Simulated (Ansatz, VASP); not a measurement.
**Ge2Br3 in VASP and in Ansatz**

```
Ge Br
1.0
     4.36880    0.00000    0.00000
    -2.18440    3.78349    0.00000
     0.00000    0.00000    9.80090
Ge Br
2 3
Direct
  0.33333 0.66667 0.17435
  0.66667 0.33333 0.82565
  0.00000 0.00000 0.00000
  0.33333 0.66667 0.69463
  0.66667 0.33333 0.30537
```

Alike in both runs: functional PBE; k mesh 12 × 12 × 4; occupations gaussian, width 0.1 eV; no spin polarisation.

Ansatz relaxed the structure, and its values are those at the end. VASP's run is a single point on that final structure, the one shown.

```csv
,VASP,Ansatz
version,VASP 6.6.1,Ansatz 0.2.0
potentials or method,"VASP PAW PBE potentials, release 64 (Ge_d, Br), cutoff 520 eV","scalar-relativistic, plane waves, PAW"
valence electrons in the cell,49,49
```

```tsv
	VASP	Ansatz	Ansatz less VASP
gap on the k mesh at the Fermi level (eV)	none	none	-
pressure (GPa)	0.0	0.0	0.00
```

A gap of «none» marks a metal or a gap that the smearing closes. The functional is the same, so the differences come from potentials, cutoffs and numerics.
